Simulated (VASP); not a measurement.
Input of a VASP 6.6.1 run:

Contents of INCAR:

```
AGGAC = 1.0 ; AGGAX = 1.0
ALDAC = 0.0 ; ALDAX = 1.0
ALGO = Normal ; EDIFF = 1E-7
ENCUT = 520 ; GGA = B5
ISIF = 2 ; ISMEAR = -1
LASPH = True ; LCHARG = True
LELF = True ; LREAL = False
LVHAR = True ; LWAVE = False
NBANDS = 12 ; NELM = 100
PREC = Accurate ; SIGMA = 0.1
```

KPOINTS

```
k-points
0
Gamma
  13 13 13
```

POSCAR

```
Zr
1.0
    0.0000000000      2.3495531688      2.3495531688
    2.3495531688      0.0000000000      2.3495531688
    2.3495531688      2.3495531688      0.0000000000
Zr
1
Direct
    0.0000000000      0.0000000000      0.0000000000
```

Potentials or basis: VASP PAW PBE potentials, release 64 (Zr_sv).

Command:

```bash
$ cat potpaw_PBE.64/Zr_sv/POTCAR > POTCAR
$ mpirun -np 1 vasp_std > vasp.out
```

(1) What does it give for the pressure?

(2) Estimate the band gap on the k mesh.

## Answers

(1) -5.5 GPa.

(2) zero (band 6 reaches 9.09 eV, above the bottom of band 7 at 7.72 eV).

Caveat: the PAW data sets were made with another functional, which shifts forces and pressure a little.
